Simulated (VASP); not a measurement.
Here is a VASP 6.6.1 calculation.

Contents of INCAR:

```
SYSTEM = HgH
ALGO = Normal
EDIFF = 1E-6
ENCUT = 520
GGA = PE
ISIF = 2
ISMEAR = 0
LASPH = .TRUE.
LCHARG = .TRUE.
LELF = .TRUE.
LREAL = .FALSE.
LVHAR = .TRUE.
LWAVE = .FALSE.
NBANDS = 28
NELM = 80
PREC = Accurate
SIGMA = 0.1
```

Contents of KPOINTS:

```
k-points
0
G
  6 6 10
  0 0 0
```

File POSCAR:

```
HgH
1.0
    5.9793624263      0.0000000000      0.0000000000
   -2.9896812131      5.1782797596      0.0000000000
    0.0000000000      0.0000000000      3.0113389051
Hg H
3 3
Direct
    0.3333333333      0.6666666667      0.5000000000
    0.0000000000      0.0000000000      0.0000000000
    0.6666666667      0.3333333333      0.5000000000
    1.0000000000      0.5000000000      0.0000000000
    0.5000000000      1.0000000000      0.0000000000
    0.5000000000      0.5000000000      0.0000000000
```

Potentials or basis: VASP PAW PBE potentials, release 64 (Hg, H).

Launch:

```sh
$ cat potpaw_PBE.64/Hg/POTCAR potpaw_PBE.64/H/POTCAR > POTCAR
$ mpirun -np 1 vasp_std > vasp.out
```

(1) Estimate the pressure.

(2) Estimate the band gap on the k mesh.

Answers

(1) 0.2 GPa.

(2) zero (an odd number of electrons rules out a gap without spin polarisation).

Caveat: spin-orbit coupling is left out, which moves the levels of the heavy elements; an odd number of electrons without spin polarisation forces a metal; a magnetic or distorted state may lie lower.
